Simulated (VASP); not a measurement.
Set up this calculation in VASP 6.6.1, as the native input.

* Task: single point
* Functional: PBE
* Potentials or basis: VASP PAW PBE potentials, release 64 (Te, Mo_sv)
* Cutoff: 520 eV
* k mesh: 12 × 12 × 2
* Occupations: fermi-dirac, width 0.02 eV
* Spin: no spin polarisation
* Dipole correction: no
* Further INCAR settings: ALGO = Normal; EDIFF = 1e-06; NBANDS = 35

The structure of Te2Mo lies in POSCAR:

```
Te2Mo
1.0
    3.5569852275      0.0000000000      0.0000000000
   -1.7784926138      3.0804395679      0.0000000000
    0.0000000000      0.0000000000     15.2534582845
Te Mo
4 2
Direct
    0.3333333333      0.6666666667      0.6314804430
    0.6666666667      0.3333333333      0.1314804430
    0.3333333333      0.6666666667      0.8685195570
    0.6666666667      0.3333333333      0.3685195570
    0.3333333333      0.6666666667      0.2500000000
    0.6666666667      0.3333333333      0.7500000000
```

The input as run:

INCAR

```
SYSTEM = Te2Mo
  PREC = Accurate
  ENCUT = 520
  EDIFF = 1E-6
  ISMEAR = -1
  SIGMA = 0.02
  LREAL = .FALSE.
  LASPH = .TRUE.
  NELM = 100
  ALGO = Normal
  ISIF = 2
  LWAVE = .FALSE.
  LCHARG = .TRUE.
  GGA = PE
  LELF = .TRUE.
  LVHAR = .TRUE.
  NBANDS = 35
```

KPOINTS

```
regular mesh
0
G
  12 12 2
  0 0 0
```

Potentials or basis: VASP PAW PBE potentials, release 64 (Te, Mo_sv).

Launch:

```bash
$ cat potpaw_PBE.64/Te/POTCAR potpaw_PBE.64/Mo_sv/POTCAR > POTCAR
$ mpirun -np 1 vasp_std > vasp.out
```

It gave:

The pressure is 0.0 GPa, the largest force is 0.013 eV/Å and the band gap on the k mesh is 1.01 eV (least direct gap 1.03 eV).

Caveat: spin-orbit coupling is left out, which moves the levels of the heavy elements; this functional lacks dispersion, which binds the layers, so the pressure and a relaxed spacing across them are unreliable.

It took 4.2 min on 1 thread of Intel(R) Xeon(R) Platinum 8259CL CPU @ 2.50GHz (Skylake/Cascade Lake) (shared host), peak memory 0.41 GiB.
